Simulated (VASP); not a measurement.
# NaF (Fm-3m) in VASP: notebook

Runs on NaF. Level: PBE. Tasks: single point.

Program: VASP 6.6.1. These are calculated values, not measurements. Logs are shortened: lines on timing, memory, paths and dates and some standing lists are left out, and cuts for length are marked.

## Step 1: The cell of the first run

Symmetry: Fm-3m, No. 225, cubic system. The conventional cell has a = 4.436 Å, b = 4.436 Å, c = 4.436 Å, α = 90.00°, β = 90.00°, γ = 90.00°. Within 2.9 Å of Na (site symmetry m-3m) lie 6 F at 2.22 Å. F (site symmetry m-3m) has 6 Na at 2.22 Å within 2.9 Å.

## Step 2: Single point, PBE (volume changed by -10%)

INCAR

```
SYSTEM = NaF
ALGO = Normal ; EDIFF = 1E-6
ENCUT = 520 ; GGA = PE
ISIF = 2 ; ISMEAR = 0
LASPH = .True. ; LCHARG = .True.
LELF = .True. ; LREAL = .False.
LVHAR = .True. ; LWAVE = .False.
NBANDS = 14 ; NELM = 100
PREC = Accurate ; SIGMA = 0.01
```

KPOINTS

```
k-points
0
Gamma
  6 6 6
  0 0 0
```

POSCAR

```
NaF
1.0
    0.0000000000      2.2178912435      2.2178912435
    2.2178912435      0.0000000000      2.2178912435
    2.2178912435      2.2178912435      0.0000000000
Na F
1 1
Direct
    0.0000000000      0.0000000000      0.0000000000
    0.5000000000      0.5000000000      0.5000000000
```

Potentials or basis: VASP PAW PBE potentials, release 64 (Na_pv, F).

Launch:

```console
> cat potpaw_PBE.64/Na_pv/POTCAR potpaw_PBE.64/F/POTCAR > POTCAR
> mpirun -np 1 vasp_std > vasp.out
```

OUTCAR:

```text
SYSTEM = NaF
   EDIFF = 1E-6
   ENCUT = 520
   GGA = PE
   ISIF = 2
   ISMEAR = 0
   LASPH = .True.
   LREAL = .False.
   NELM = 100
   PREC = Accurate

 ion  position               nearest neighbor table
   1  0.000  0.000  0.000-   2 2.22   2 2.22   2 2.22   2 2.22   2 2.22   2 2.22
   2  0.500  0.500  0.500-   1 2.22   1 2.22   1 2.22   1 2.22   1 2.22   1 2.22

  LATTYP: Found a face centered cubic cell.
 ALAT       =     4.4357824870

  Lattice vectors:

 A1 = (   0.0000000000,   2.2178912435,   2.2178912435)
 A2 = (   2.2178912435,   0.0000000000,   2.2178912435)
 A3 = (   2.2178912435,   2.2178912435,   0.0000000000)

Analysis of symmetry for initial positions (statically):
=====================================================================
 Subroutine PRICEL returns:
 Original cell was already a primitive cell.

 Routine SETGRP: Setting up the symmetry group for a
 face centered cubic supercell.

 Subroutine GETGRP returns: Found 48 space group operations
 (whereof 48 operations were pure point group operations)
 out of a pool of 48 trial point group operations.

The static configuration has the point symmetry O_h .

Analysis of symmetry for dynamics (positions and initial velocities):
=====================================================================
 Subroutine PRICEL returns:
 Original cell was already a primitive cell.

 Routine SETGRP: Setting up the symmetry group for a
 face centered cubic supercell.

 Subroutine GETGRP returns: Found 48 space group operations
 (whereof 48 operations were pure point group operations)
 out of a pool of 48 trial point group operations.

The dynamic configuration has the point symmetry O_h .

 Subroutine INISYM returns: Found 48 space group operations
 (whereof 48 operations are pure point group operations),
 and found     1 'primitive' translations

----------------------------------------------------------------------------------------

                                     Primitive cell

  volume of cell :      21.8198

  direct lattice vectors                    reciprocal lattice vectors
     0.000000000  2.217891243  2.217891243    -0.225439368  0.225439368  0.225439368
     2.217891243  0.000000000  2.217891243     0.225439368 -0.225439368  0.225439368
     2.217891243  2.217891243  0.000000000     0.225439368  0.225439368 -0.225439368

  length of vectors
     3.136571876  3.136571876  3.136571876     0.390472439  0.390472439  0.390472439

  position of ions in fractional coordinates (direct lattice)
     0.000000000  0.000000000  0.000000000
     0.500000000  0.500000000  0.500000000

  ion indices of the primitive-cell ions
   primitive index   ion index
                 1           1
                 2           2

----------------------------------------------------------------------------------------

 KPOINTS: k-points

Automatic generation of k-mesh.
 Grid dimensions read from file:
 generate k-points for:    6    6    6

 Generating k-lattice:

  Cartesian coordinates                     Fractional coordinates (reciprocal lattice)
    -0.037573228  0.037573228  0.037573228     0.166666667  0.000000000  0.000000000
     0.037573228 -0.037573228  0.037573228     0.000000000  0.166666667  0.000000000
     0.037573228  0.037573228 -0.037573228     0.000000000  0.000000000  0.166666667

  Length of vectors
     0.065078740  0.065078740  0.065078740

  Shift w.r.t. Gamma in fractional coordinates (k-lattice)
     0.000000000  0.000000000  0.000000000

 Subroutine IBZKPT returns following result:
 ===========================================

 Found     16 irreducible k-points:

 Following reciprocal coordinates:
            Coordinates               Weight
  0.000000  0.000000  0.000000      1.000000
  0.166667  0.000000  0.000000      8.000000
  0.333333  0.000000  0.000000      8.000000
  0.500000  0.000000  0.000000      4.000000
  0.166667  0.166667  0.000000      6.000000
  0.333333  0.166667  0.000000     24.000000
[... 8 lines left out ...]
 -0.333333  0.333333  0.166667     24.000000
 -0.333333  0.500000  0.166667     12.000000
   k-points           NKPTS =     16   k-points in BZ     NKDIM =     16   number of bands    NBANDS=     14
   number of dos      NEDOS =    301   number of ions     NIONS =      2
   total plane-waves  NPLWV =  13824
   dimension x,y,z NGX =    24 NGY =   24 NGZ =   24
   dimension x,y,z NGXF=    48 NGYF=   48 NGZF=   48
   ions per type =               1   1
   NGX,Y,Z   is equivalent  to a cutoff of  12.72, 12.72, 12.72 a.u.
   NGXF,Y,Z  is equivalent  to a cutoff of  25.44, 25.44, 25.44 a.u.
 SYSTEM =  NaF
   PREC   = accura    normal or accurate (medium, high low for compatibility)
   ISTART =      0    job   : 0-new  1-cont  2-samecut
   ICHARG =      2    charge: 1-file 2-atom 10-const
   ISPIN  =      1    spin polarized calculation?
   LNONCOLLINEAR =      F non collinear calculations
   LSORBIT =      F    spin-orbit coupling
   LASPH  =      T    aspherical Exc in radial PAW
   ENCUT  =  520.0 eV  38.22 Ry    6.18 a.u.   5.83  5.83  5.83*2*pi/ulx,y,z
   NELM   =    100;   NELMIN=  2; NELMDL= -5     # of ELM steps
   EDIFF  = 0.1E-05   stopping-criterion for ELM
   LREAL  =      F    real-space projection
   EDIFFG = 0.1E-04   stopping-criterion for IOM
   NSW    =      0    number of steps for IOM
   IBRION =     -1    ionic relax: 0-MD 1-quasi-New 2-CG
   NFREE  =      0    steps in history (QN), initial steepest desc. (CG)
   ISIF   =      2    stress and relaxation
   ISYM   =      2    0-nonsym 1-usesym 2-fastsym
   POTIM  = 0.5000    time-step for ionic-motion
   TEBEG  =    0.0;   TEEND  =   0.0 temperature during run
   PSTRESS=    0.0 pullay stress
   NELECT =      14.0000    total number of electrons
   NUPDOWN=      -1.0000    fix difference up-down
   EMIN   =  10.00;   EMAX   =-10.00  energy-range for DOS
   EFERMI =   0.00;   METHOD = LEGACY
   ISMEAR =     0;   SIGMA  =   0.01  broadening in eV -4-tet -1-fermi 0-gaus
   EFERMI_NEDOS =   21; number of points for ismear=-14 and -15
   IALGO  =     38    algorithm
   IMIX   =      4    mixing-type and parameters
     AMIX     =   0.40;   BMIX     =  1.00
     AMIX_MAG =   1.60;   BMIX_MAG =  1.00
  volume/ion in A,a.u.               =      10.91        73.62
  Fermi-wavevector in a.u.,A,eV,Ry     =   1.411998  2.668288 27.126438  1.993737
  Thomas-Fermi vector in A             =   2.533791
   LORBIT       =      0    0 simple, 1 ext, 2 COOP (PROOUT), +10 PAW based schemes
   GGA     = PE    functional components
   LHFCALC =     F    Hartree Fock is set to
   AEXX    =    0.0000 exact exchange contribution
   IVDW    =     0    specifies the selected vdW correction
   LEPSILON=     F    determine dielectric tensor
   LRPA    =     F    only Hartree local field effects (RPA)
 non-spin polarized calculation
 Gauss-broadening in eV      SIGMA  =   0.01
  energy-cutoff  :      520.00
  volume of cell :       21.82
 maximum number of plane-waves:       609
   NGX = 11   NGY = 11   NGZ = 11

 number of electron      14.0000011 magnetization

 Free energy of the ion-electron system (eV)
  ---------------------------------------------------
  ext. energy  EPLUGINS =         0.00000000
  ---------------------------------------------------
  free energy    TOTEN  =        -8.43593827 eV

  energy without entropy =       -8.43593827  energy(sigma->0) =       -8.43593827

 E-fermi :  -1.3494     XC(G=0):  -9.7995

 val. band max:       -1.4488593177   @ k =   0.0000   0.0000   0.0000
 cond. band min:       5.6210180976   @ k =   0.0000   0.0000   0.0000
 fundamental gap:      7.0698774153
 Fermi energy:        -1.3493943430

 k-point     1 :       0.0000    0.0000    0.0000
  band No.  band energies     occupation
      1     -20.8720      2.00000
      2     -20.0277      2.00000
      3     -20.0277      2.00000
      4     -20.0277      2.00000
      5      -1.4489      2.00000
      6      -1.4489      2.00000
      7      -1.4489      2.00000
      8       5.6210      0.00000
      9      18.4672      0.00000
     10      18.4672      0.00000
     11      18.4672      0.00000
     12      21.6149      0.00000
     13      23.9440      0.00000
     14      23.9440      0.00000

 k-point     2 :       0.1667    0.0000    0.0000
  band No.  band energies     occupation
      1     -21.0824      2.00000
      2     -20.0319      2.00000
      3     -20.0319      2.00000
      4     -19.7681      2.00000
      5      -2.0227      2.00000
      6      -1.5333      2.00000
      7      -1.5333      2.00000
      8       6.6300      0.00000
      9      15.9136      0.00000
     10      18.9740      0.00000
     11      18.9740      0.00000
     12      23.2359      0.00000
     13      23.2359      0.00000
     14      24.5591      0.00000

 k-point     3 :       0.3333    0.0000    0.0000
  band No.  band energies     occupation
      1     -21.3505      2.00000
      2     -20.0402      2.00000
      3     -20.0402      2.00000
      4     -19.4011      2.00000
      5      -2.9469      2.00000
      6      -1.6985      2.00000
      7      -1.6984      2.00000
      8       8.7143      0.00000
      9      13.4765      0.00000
     10      19.8754      0.00000
     11      19.8754      0.00000
     12      22.7997      0.00000
     13      22.7997      0.00000
     14      24.6876      0.00000

 k-point     4 :       0.5000    0.0000    0.0000
  band No.  band energies     occupation
      1     -21.4518      2.00000
      2     -20.0443      2.00000
      3     -20.0443      2.00000
      4     -19.2479      2.00000
      5      -3.3434      2.00000
      6      -1.7792      2.00000
      7      -1.7792      2.00000
      8      10.1774      0.00000
      9      12.1858      0.00000
     10      20.1284      0.00000
     11      20.1284      0.00000
     12      23.0910      0.00000
     13      23.0910      0.00000
     14      24.2782      0.00000

 k-point     5 :       0.1667    0.1667    0.0000
  band No.  band energies     occupation
      1     -21.0687      2.00000
      2     -20.0480      2.00000
      3     -20.0480      2.00000
      4     -19.7513      2.00000
      5      -2.0988      2.00000
      6      -1.5787      2.00000
      7      -1.5787      2.00000
      8       6.9390      0.00000
      9      15.5554      0.00000
     10      18.9325      0.00000
     11      18.9325      0.00000
[... 140 lines left out ...]
 k-point    14 :       0.5000    0.3333    0.1667
  band No.  band energies     occupation
      1     -21.1437      2.00000
      2     -20.1198      2.00000
      3     -20.0789      2.00000
      4     -19.5456      2.00000
      5      -2.8372      2.00000
      6      -2.0663      2.00000
      7      -1.8627      2.00000
      8      10.3846      0.00000
      9      13.0496      0.00000
     10      17.0441      0.00000
     11      18.9314      0.00000
     12      21.3766      0.00000
     13      24.5194      0.00000
     14      27.9006      0.00000

 k-point    15 :      -0.3333    0.3333    0.1667
  band No.  band energies     occupation
      1     -21.1068      2.00000
      2     -20.1455      2.00000
      3     -20.1095      2.00000
      4     -19.5314      2.00000
      5      -2.7896      2.00000
      6      -2.3097      2.00000
      7      -1.9539      2.00000
      8      11.8692      0.00000
      9      12.4788      0.00000
     10      16.1665      0.00000
     11      18.1463      0.00000
     12      22.7913      0.00000
     13      23.5676      0.00000
     14      28.5945      0.00000

 k-point    16 :      -0.3333    0.5000    0.1667
  band No.  band energies     occupation
      1     -20.8676      2.00000
      2     -20.2135      2.00000
      3     -20.1442      2.00000
      4     -19.7185      2.00000
      5      -2.7096      2.00000
      6      -2.2080      2.00000
      7      -2.0891      2.00000
      8      12.5100      0.00000
      9      12.7703      0.00000
     10      14.6063      0.00000
     11      17.9433      0.00000
     12      21.7064      0.00000
     13      26.4331      0.00000
     14      26.6876      0.00000

------------------------ aborting loop because EDIFF is reached ----------------------------------------

  FORCE on cell =-STRESS in cart. coord.  units (eV):
  Direction    XX          YY          ZZ          XY          YZ          ZX
  --------------------------------------------------------------------------------------
  -------------------------------------------------------------------------------------
  Total        1.5859355      1.5859355      1.5859355     -0.0000000      0.0000000     -0.0000000
  in kB      116.4515731    116.4515731    116.4515731     -0.0000000      0.0000000     -0.0000000
  external PRESSURE =     116.4515731 kB  Pullay stress =       0.0000000 kB

 VOLUME and BASIS-vectors are now :
 -----------------------------------------------------------------------------
  energy-cutoff  :      520.00
  volume of cell :       21.82
      direct lattice vectors                 reciprocal lattice vectors
     0.000000000  2.217891243  2.217891243    -0.225439368  0.225439368  0.225439368
     2.217891243  0.000000000  2.217891243     0.225439368 -0.225439368  0.225439368
     2.217891243  2.217891243  0.000000000     0.225439368  0.225439368 -0.225439368

 POSITION                                       TOTAL-FORCE (eV/Angst)
 -----------------------------------------------------------------------------------
      0.00000      0.00000      0.00000        -0.000000     -0.000000     -0.000000
      2.21789      2.21789      2.21789         0.000000      0.000000      0.000000
 -----------------------------------------------------------------------------------
    total drift:                                0.000000     -0.000000      0.000000

  FREE ENERGIE OF THE ION-ELECTRON SYSTEM (eV)
  ---------------------------------------------------
  free  energy   TOTEN  =        -8.4359382746 eV

  energy  without entropy=       -8.4359382746  energy(sigma->0) =       -8.43593827
```

Run time: 5.4 s. Hardware: 1 thread of Intel Xeon 6975P-C, shared host; peak memory 0.13 GiB.

Results:

* Free energy: -8.4359 eV
* Pressure: 11.6 GPa
* Band gap on the k mesh: 7.07 eV, direct

Levels at points of the mesh, in eV from the valence-band top:
| k point | band 3 | band 4 | band 5 | band 6 | band 7 | band 8 | band 9 | band 10 | band 11 | band 12 |
| --- | --- | --- | --- | --- | --- | --- | --- | --- | --- | --- |
| (0.00, 0.00, 0.00) | -18.58 | -18.58 | 0.00 | 0.00 | 0.00 | 7.07 | 19.92 | 19.92 | 19.92 | 23.06 |
| (0.50, 0.00, 0.00) | -18.60 | -17.80 | -1.89 | -0.33 | -0.33 | 11.63 | 13.63 | 21.58 | 21.58 | 24.54 |
| (0.50, 0.50, 0.00) | -18.66 | -18.66 | -1.48 | -0.47 | -0.47 | 13.74 | 14.29 | 14.97 | 21.56 | 21.56 |

## Step 3: Single point, PBE (volume changed by +5%)

INCAR

```
SYSTEM = NaF
PREC     = Accurate       ! precision mode
ENCUT    = 520            ! plane-wave cutoff, eV
EDIFF    = 1E-7           ! SCF threshold, eV
ISMEAR   = 0              ! smearing method
SIGMA    = 0.01           ! smearing width, eV
LREAL    = .False.        ! projectors in reciprocal space
LASPH    = .True.         ! aspherical terms in the spheres
NELM     = 100            ! most SCF steps
ALGO     = Normal         ! electronic algorithm
ISIF     = 2              ! what is computed and relaxed
LWAVE    = .False.        ! write WAVECAR
LCHARG   = .True.         ! write CHGCAR
GGA      = PE             ! functional
LELF     = .True.         ! ELF
LVHAR    = .True.       
NBANDS   = 14             ! bands
```

KPOINTS

```
Automatic mesh
0
Gamma
  6 6 6
  0 0 0
```

POSCAR

```
NaF
1.0
    0.0000000000      2.3348331071      2.3348331071
    2.3348331071      0.0000000000      2.3348331071
    2.3348331071      2.3348331071      0.0000000000
Na F
1 1
Direct
    0.0000000000      0.0000000000      0.0000000000
    0.5000000000      0.5000000000      0.5000000000
```

Potentials or basis: VASP PAW PBE potentials, release 64 (Na_pv, F).

Launch:

```console
> cat potpaw_PBE.64/Na_pv/POTCAR potpaw_PBE.64/F/POTCAR > POTCAR
> mpirun -np 1 vasp_std > vasp.out
```

Wall time 8.4 s (1 thread of Intel Xeon 6975P-C, shared host); peak memory 0.15 GiB.

It converged, with:

* Free energy: -8.5676 eV
* Pressure: 0.8 GPa
* Band gap on the k mesh: 6.18 eV, direct

Levels at points of the mesh, in eV from the valence-band top:
| k point | band 5 | band 6 | band 7 | band 8 | band 9 | band 10 |
| --- | --- | --- | --- | --- | --- | --- |
| (0.00, 0.00, 0.00) | 0.00 | 0.00 | 0.00 | 6.18 | 18.81 | 18.81 |
| (0.50, 0.00, 0.00) | -1.54 | -0.24 | -0.24 | 10.64 | 12.27 | 19.86 |
| (0.50, 0.50, 0.00) | -1.24 | -0.39 | -0.39 | 12.96 | 13.23 | 13.38 |

(Continued in part 2 of 2.)
